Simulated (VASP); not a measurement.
# Ti (P6_3/mmc) in VASP: notebook, part 2 of 2

VASP 6.6.1.

### 4 Relaxation of cell and atoms, PBE, target pressure 230 GPa, at which the enthalpy is minimised

File INCAR:

```
SYSTEM = Ti
ALGO     = Normal         ! electronic algorithm
EDIFF    = 1E-6           ! SCF threshold, eV
EDIFFG   = -0.005         ! ionic threshold
ENCUT    = 600            ! plane-wave cutoff, eV
GGA      = PE             ! functional
IBRION   = 2              ! ionic algorithm
ISIF     = 3              ! what is computed and relaxed
ISMEAR   = -1             ! smearing method
LASPH    = .True.         ! aspherical terms in the spheres
LCHARG   = .False.        ! write CHGCAR
LREAL    = .False.        ! projectors in reciprocal space
LWAVE    = .False.        ! write WAVECAR
NELM     = 100            ! most SCF steps
NSW      = 32             ! ionic steps
PREC     = Accurate       ! precision mode
PSTRESS  = 2300.0       
SIGMA    = 0.08           ! smearing width, eV
```

File KPOINTS:

```
k-points
0
Gamma
  19 19 10
  0 0 0
```

File POSCAR:

```
Ti
1.0
    2.1647521716      0.0000000000      0.0000000000
   -1.0823760858      1.8747303735      0.0000000000
    0.0000000000      0.0000000000      4.1868336190
Ti
2
Direct
    0.3333333333      0.6666666667      0.2500000000
    0.6666666667      0.3333333333      0.7500000000
```

Potentials or basis: VASP PAW PBE potentials, release 64 (Ti_sv).

Run with:

```
$ cat potpaw_PBE.64/Ti_sv/POTCAR > POTCAR
$ mpirun -np 1 vasp_std > vasp.out
```

OUTCAR:

```text
SYSTEM = Ti
   EDIFF = 1E-6
   EDIFFG = -0.005
   ENCUT = 600
   GGA = PE
   IBRION = 2
   ISIF = 3
   ISMEAR = -1
   LASPH = .True.
   LREAL = .False.
   NELM = 100
   NSW = 32
   PREC = Accurate
   PSTRESS = 2300.0

 ion  position               nearest neighbor table
   1  0.333  0.667  0.250-   2 2.44   2 2.44   2 2.44   2 2.44   2 2.44   2 2.44
   2  0.667  0.333  0.750-   1 2.44   1 2.44   1 2.44   1 2.44   1 2.44   1 2.44

  LATTYP: Found a hexagonal cell.
 ALAT       =     2.1647521716
 C/A-ratio  =     1.9340937378

  Lattice vectors:

 A1 = (   2.1647521716,   0.0000000000,   0.0000000000)
 A2 = (  -1.0823760858,   1.8747303735,   0.0000000000)
 A3 = (   0.0000000000,   0.0000000000,   4.1868336190)

Analysis of symmetry for initial positions (statically):
=====================================================================
 Subroutine PRICEL returns:
 Original cell was already a primitive cell.

 Routine SETGRP: Setting up the symmetry group for a
 hexagonal supercell.

 Subroutine GETGRP returns: Found 24 space group operations
 (whereof 12 operations were pure point group operations)
 out of a pool of 24 trial point group operations.

The static configuration has the point symmetry D_3d.
 The point group associated with its full space group is D_6h.

Analysis of symmetry for dynamics (positions and initial velocities):
=====================================================================
 Subroutine PRICEL returns:
 Original cell was already a primitive cell.

 Routine SETGRP: Setting up the symmetry group for a
 hexagonal supercell.

 Subroutine GETGRP returns: Found 24 space group operations
 (whereof 12 operations were pure point group operations)
 out of a pool of 24 trial point group operations.

The dynamic configuration has the point symmetry D_3d.
 The point group associated with its full space group is D_6h.

 Subroutine INISYM returns: Found 24 space group operations
 (whereof 12 operations are pure point group operations),
 and found     1 'primitive' translations

----------------------------------------------------------------------------------------

                                     Primitive cell

  volume of cell :      16.9915

  direct lattice vectors                    reciprocal lattice vectors
     2.164752172  0.000000000  0.000000000     0.461946644  0.266705019  0.000000000
    -1.082376086  1.874730374  0.000000000     0.000000000  0.533410038  0.000000000
     0.000000000  0.000000000  4.186833619     0.000000000  0.000000000  0.238843979

  length of vectors
     2.164752172  2.164752172  4.186833619     0.533410038  0.533410038  0.238843979

  position of ions in fractional coordinates (direct lattice)
     0.333333333  0.666666667  0.250000000
     0.666666667  0.333333333  0.750000000

  ion indices of the primitive-cell ions
   primitive index   ion index
                 1           1
                 2           2

----------------------------------------------------------------------------------------

[... 29 lines left out ...]
  0.157895 -0.000000  0.000000      6.000000
  0.210526 -0.000000  0.000000      6.000000
  0.263158 -0.000000  0.000000      6.000000
[... 16 lines left out ...]
  0.263158  0.105263  0.000000     12.000000
  0.315789  0.105263  0.000000     12.000000
 [... further k-points ...]
   k-points           NKPTS =    240   k-points in BZ     NKDIM =    240   number of bands    NBANDS=     16
   number of dos      NEDOS =    301   number of ions     NIONS =      2
   total plane-waves  NPLWV =  11664
   dimension x,y,z NGX =    18 NGY =   18 NGZ =   36
   dimension x,y,z NGXF=    36 NGYF=   36 NGZF=   72
   ions per type =               2
   NGX,Y,Z   is equivalent  to a cutoff of  13.82, 13.82, 14.29 a.u.
   NGXF,Y,Z  is equivalent  to a cutoff of  27.65, 27.65, 28.59 a.u.
 SYSTEM =  Ti
   PREC   = accura    normal or accurate (medium, high low for compatibility)
   ISTART =      0    job   : 0-new  1-cont  2-samecut
   ICHARG =      2    charge: 1-file 2-atom 10-const
   ISPIN  =      1    spin polarized calculation?
   LNONCOLLINEAR =      F non collinear calculations
   LSORBIT =      F    spin-orbit coupling
   LASPH  =      T    aspherical Exc in radial PAW
   ENCUT  =  600.0 eV  44.10 Ry    6.64 a.u.   4.32  4.32  8.36*2*pi/ulx,y,z
   NELM   =    100;   NELMIN=  2; NELMDL= -5     # of ELM steps
   EDIFF  = 0.1E-05   stopping-criterion for ELM
   LREAL  =      F    real-space projection
   EDIFFG = -.5E-02   stopping-criterion for IOM
   NSW    =     32    number of steps for IOM
   IBRION =      2    ionic relax: 0-MD 1-quasi-New 2-CG
   NFREE  =      1    steps in history (QN), initial steepest desc. (CG)
   ISIF   =      3    stress and relaxation
   ISYM   =      2    0-nonsym 1-usesym 2-fastsym
   POTIM  = 0.5000    time-step for ionic-motion
   TEBEG  =    0.0;   TEEND  =   0.0 temperature during run
   PSTRESS= 2300.0 pullay stress
   NELECT =      24.0000    total number of electrons
   NUPDOWN=      -1.0000    fix difference up-down
   EMIN   =  10.00;   EMAX   =-10.00  energy-range for DOS
   EFERMI =   0.00;   METHOD = LEGACY
   ISMEAR =    -1;   SIGMA  =   0.08  broadening in eV -4-tet -1-fermi 0-gaus
   EFERMI_NEDOS =   21; number of points for ismear=-14 and -15
   IALGO  =     38    algorithm
   IMIX   =      4    mixing-type and parameters
     AMIX     =   0.40;   BMIX     =  1.00
     AMIX_MAG =   1.60;   BMIX_MAG =  1.00
  volume/ion in A,a.u.               =       8.50        57.33
  Fermi-wavevector in a.u.,A,eV,Ry     =   1.836825  3.471095 45.905029  3.373924
  Thomas-Fermi vector in A             =   2.889933
   LORBIT       =      0    0 simple, 1 ext, 2 COOP (PROOUT), +10 PAW based schemes
   GGA     = PE    functional components
   LHFCALC =     F    Hartree Fock is set to
   AEXX    =    0.0000 exact exchange contribution
   IVDW    =     0    specifies the selected vdW correction
   LEPSILON=     F    determine dielectric tensor
   LRPA    =     F    only Hartree local field effects (RPA)
 conjugate gradient relaxation of ions
 non-spin polarized calculation
  energy-cutoff  :      600.00
  volume of cell :       16.99
 maximum number of plane-waves:       599
 NGX is ok and might be reduce to    18
   NGX =  9   NGY =  9   NGZ = 17

--------------------------------------- Ionic step        1  -------------------------------------------

 number of electron      23.9999994 magnetization

 Free energy of the ion-electron system (eV)
  ---------------------------------------------------
  ext. energy  EPLUGINS =         0.00000000
  ---------------------------------------------------
  free energy    TOTEN  =        -7.74608351 eV

  energy without entropy =       -7.73083737  energy(sigma->0) =       -7.73846044

------------------------ aborting loop because EDIFF is reached ----------------------------------------

  FORCE on cell =-STRESS in cart. coord.  units (eV):
  Direction    XX          YY          ZZ          XY          YZ          ZX
  --------------------------------------------------------------------------------------
  -------------------------------------------------------------------------------------
  Total       25.0086124     25.0086124     24.1153194      0.0000000     -0.0000000      0.0000000
  in kB     2358.1285434   2358.1285434   2273.8975701      0.0000000     -0.0000000      0.0000000
  external PRESSURE =      30.0515523 kB  Pullay stress =    2300.0000000 kB
[... 177 lines left out ...]
--------------------------------------- Ionic step        6  -------------------------------------------

 number of electron      23.9999994 magnetization

 Free energy of the ion-electron system (eV)
  ---------------------------------------------------
  ext. energy  EPLUGINS =         0.00000000
  ---------------------------------------------------
  free energy    TOTEN  =        -7.85066251 eV

  energy without entropy =       -7.83422562  energy(sigma->0) =       -7.84244407

 E-fermi :  18.0615     XC(G=0): -15.3072

 val. band max:       17.9710650756   @ k =   0.1053   0.1053   0.3000
 cond. band min:      18.0777089713   @ k =   0.3684   0.0526   0.0000
 fundamental gap:      0.1066438957
 Fermi energy:        18.0614835340

 k-point     1 :       0.0000    0.0000    0.0000
  band No.  band energies     occupation
      1     -39.1003      2.00000
      2     -38.1792      2.00000
      3     -16.5587      2.00000
      4     -12.7175      2.00000
      5     -11.7204      2.00000
      6     -11.7204      2.00000
[... 433 lines left out ...]
      3     -16.2384      2.00000
      4     -15.8036      2.00000
      5     -14.6538      2.00000
      6     -13.1938      2.00000
[... 8 lines left out ...]
     15      20.3299      0.00000
     16      23.5599      0.00000

 [... further k-points ...]

------------------------ aborting loop because EDIFF is reached ----------------------------------------

  FORCE on cell =-STRESS in cart. coord.  units (eV):
  Direction    XX          YY          ZZ          XY          YZ          ZX
  --------------------------------------------------------------------------------------
  -------------------------------------------------------------------------------------
  Total       24.4888547     24.4888547     24.4893838      0.0000000      0.0000000      0.0000000
  in kB     2299.7204876   2299.7204876   2299.7701770      0.0000000      0.0000000      0.0000000
  external PRESSURE =      -0.2629493 kB  Pullay stress =    2300.0000000 kB
[... 21 lines left out ...]
  energy  without entropy=       -7.8342256206  energy(sigma->0) =       -7.84244407

  enthalpy is  TOTEN    =        16.6411686160 eV   P V=       24.4918311296

 reached required accuracy - stopping structural energy minimisation
```

It took 4.8 min on 1 thread of Intel Xeon 8259CL, shared host; peak memory 0.2 GiB.

What came out:

```yaml
Free_energy: -7.8507 eV
Relaxed_volume: 8.53 Å³/atom
Relaxed_cell: a = 2.178 Å, b = 2.178 Å, c = 4.151 Å, α = 90.00°, β = 90.00°, γ = 120.00°
Space_group_after_relaxing_to_0.1_Å: P6_3/mmc (No. 194)
Energy_change_on_relaxing_the_run_minimises_the_enthalpy: -52.3 meV/atom
Ionic_steps: 6
Pressure_after_relaxing: 230.0 GPa
Band_gap_on_the_k_mesh: zero (bands 12 and 13 overlap by 1.78 eV)
```

The path:
```tsv
step	energy change (eV)	largest force (eV/Å)	pressure (GPa)	volume (Å³)
1	0.0000	0.0000	233.01	16.99
2	-0.5544	0.0000	217.32	17.38
3	-0.1967	0.0000	227.39	17.13
4	0.0212	0.0000	233.70	16.98
5	-0.1083	0.0000	229.76	17.06
6	-0.1046	0.0000	229.97	17.06
```

Final structure:
```cif
data_structure
_symmetry_space_group_name_H-M 'P 1'
_symmetry_Int_Tables_number 1
_cell_length_a 2.1785
_cell_length_b 2.1785
_cell_length_c 4.1512
_cell_angle_alpha 90.000
_cell_angle_beta 90.000
_cell_angle_gamma 120.000
_cell_volume 17.06
loop_
_atom_site_label
_atom_site_type_symbol
_atom_site_fract_x
_atom_site_fract_y
_atom_site_fract_z
_atom_site_occupancy
Ti1 Ti 0.33333 0.66667 0.25000 1
Ti2 Ti 0.66667 0.33333 0.75000 1
```

Levels at points of the mesh, in eV from the Fermi level:
```tsv
k point	band 8	band 9	band 10	band 11	band 12	band 13	band 14	band 15	band 16
(0.00, 0.00, 0.00)	-29.53	-5.86	-3.51	-1.11	1.26	1.26	1.89	1.89	3.43
(0.00, 0.00, 0.50)	-29.66	-3.09	-3.09	-1.00	-1.00	1.39	1.39	1.39	1.39
```

Caveat: the cell is relaxed towards a set pressure, so the run minimises the enthalpy, not the energy.

### 5 Summary

```csv
task,cell,cutoff (eV),gap on the mesh (eV),pressure (GPa)
single point,"a = 2.165, b = 2.165, c = 4.187 Å, angles 90.0, 90.0, 120.0°, 2 atoms",520,none,233.0
single point,"a = 2.165, b = 2.165, c = 4.188 Å, angles 90.0, 90.0, 120.0°, 2 atoms",520,none,232.7
relaxation of cell and atoms,"relaxed to 230 GPa from a = 2.165, b = 2.165, c = 4.187 Å, angles 90.0, 90.0, 120.0°, 2 atoms",600,none,230.0
```

Alike in all rows: level PBE; potentials or basis VASP PAW PBE potentials, release 64 (Ti_sv); no spin polarisation; k mesh 19 × 19 × 10; smearing fermi-dirac 0.08 eV.

Caveats: the stress differs along the axes, from 227 to 236 GPa (at least some runs); the cell is relaxed towards a set pressure, so the run minimises the enthalpy, not the energy (at least some runs).

Total energies depend on the potentials used, so only differences within one code and one set of settings carry meaning.

The gap in the log of VASP goes by the Fermi energy; the results here count the filled bands.